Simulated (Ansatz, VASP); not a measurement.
## Two plane-wave programs on InP

```
In P
1.0
     0.00000    2.85656    2.74401
     2.85656    0.00000    2.74401
     2.85656    2.85656    0.00000
In P
1 1
Cartesian
  0.0000 0.0000 0.0000
  2.8566 2.8566 2.7440
```

Alike in both runs: task single point; functional PBE; k mesh 20 × 20 × 20; occupations gaussian, width 0.15 eV; no spin polarisation.

|  | VASP | Ansatz |
| --- | --- | --- |
| version | VASP 6.6.1 | Ansatz 0.2.0 |
| potentials or method | VASP PAW PBE potentials, release 64 (In_d, P), cutoff 520 eV | scalar-relativistic, plane waves, PAW |
| valence electrons in the cell | 18 | 18 |

|  | VASP | Ansatz | Ansatz less VASP |
| --- | --- | --- | --- |
| gap on the k mesh at the Fermi level (eV) | none | none | - |
| pressure (GPa) | -3.2 | -3.2 | +0.05 |
| traceless stress, the component that is largest in VASP (GPa) | 2.36 | 2.37 | +0.011 |

A gap of «none» marks a metal or a gap that the smearing closes. With one functional, cell and mesh, what is left measures potentials, basis and numerics.
